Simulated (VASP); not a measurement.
SiC:

```
Si C
1.0
     3.09500    0.00000    0.00000
    -1.54750    2.68035    0.00000
     0.00000    0.00000   15.18644
Si C
6 6
Direct
  0.00000 0.00000 0.12504
  0.00000 0.00000 0.62504
  0.33333 0.66667 0.29182
  0.66667 0.33333 0.79182
  0.33333 0.66667 0.95831
  0.66667 0.33333 0.45831
  0.00000 0.00000 0.99969
  0.00000 0.00000 0.49969
  0.33333 0.66667 0.16683
  0.66667 0.33333 0.66683
  0.33333 0.66667 0.83332
  0.66667 0.33333 0.33332
```

| Property | Result |
| --- | --- |
| Program | VASP 6.6.1 |
| Task | relaxation of cell and atoms |
| Functional | PBE |
| Dispersion | D3(BJ) |
| Potentials or basis | VASP PAW PBE potentials, release 64 (Si, C) |
| Cutoff | 600 eV |
| k mesh | 12 × 12 × 2 |
| Occupations | gaussian, width 0.02 eV |
| Spin | no spin polarisation |

At the start: pressure -4.7 GPa; volume 10.50 Å³/atom.

Problem. How do energy, volume and symmetry change on relaxing?

Solution. Over 6 steps the energy falls by 3.5 meV/atom and the volume is 10.27 Å³/atom (-2.2 %); space group P6_3mc (No. 186, to 0.1 Å) before and after.

The path:
| step | energy change (eV) | largest force (eV/Å) | pressure (GPa) | volume (Å³) |
| --- | --- | --- | --- | --- |
| 1 | 0.0000 | 0.0019 | -4.72 | 125.98 |
| 2 | 0.0030 | 0.0154 | 5.27 | 120.43 |
| 3 | -0.0417 | 0.0065 | -0.01 | 123.21 |
| 4 | -0.0417 | 0.0066 | 0.09 | 123.16 |
| 5 | -0.0417 | 0.0062 | -0.07 | 123.25 |
| 6 | -0.0417 | 0.0013 | 0.01 | 123.20 |

Final structure:
```
Si C
1.0
     3.07207    0.00000    0.00000
    -1.53603    2.66049    0.00000
     0.00000    0.00000   15.07369
Si C
6 6
Direct
  0.00000 0.00000 0.12503
  0.00000 0.00000 0.62503
  0.33333 0.66667 0.29182
  0.66667 0.33333 0.79182
  0.33333 0.66667 0.95831
  0.66667 0.33333 0.45831
  0.00000 0.00000 0.99969
  0.00000 0.00000 0.49969
  0.33333 0.66667 0.16683
  0.66667 0.33333 0.66683
  0.33333 0.66667 0.83331
  0.66667 0.33333 0.33331
```
